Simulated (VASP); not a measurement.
The system is NaCl.

```
CELL_PARAMETERS angstrom
0.00000 2.79406 2.79406
2.79406 0.00000 2.79406
2.79406 2.79406 0.00000
ATOMIC_POSITIONS crystal
Cl 0.50000 0.50000 0.50000
Na 0.00000 0.00000 0.00000
```

| Item | Value |
| --- | --- |
| Program | VASP 6.6.1 |
| Task | relaxation of cell and atoms |
| Functional | RPBE |
| Dispersion | D4 |
| Potentials or basis | VASP PAW PBE potentials, release 64 (Cl, Na_pv) |
| Cutoff | 600 eV |
| k mesh | 8 × 8 × 8 |
| Occupations | fermi-dirac, width 0.05 eV |
| Spin | no spin polarisation |

At the start: pressure 1.8 GPa; volume 21.81 Å³/atom.

**Question.** How do energy, volume and symmetry change on relaxing?

**Answer.** Over 3 steps the energy falls by 8.4 meV/atom and the volume is 23.45 Å³/atom (+7.5 %); space group Fm-3m (No. 225, to 0.05 Å).

Step by step:
```csv
step,energy change (eV),largest force (eV/Å),pressure (GPa),volume (Å³)
1,0.0000,0.0000,1.82,43.63
2,-0.0129,0.0000,0.90,45.21
3,-0.0167,0.0000,0.01,46.90
```

Final structure:
```
Cl Na
1.0
     0.00000    2.86226    2.86226
     2.86226    0.00000    2.86226
     2.86226    2.86226    0.00000
Cl Na
1 1
Direct
  0.50000 0.50000 0.50000
  0.00000 0.00000 0.00000
```

Caveat: the PAW data sets were made with another functional, which shifts forces and pressure a little.
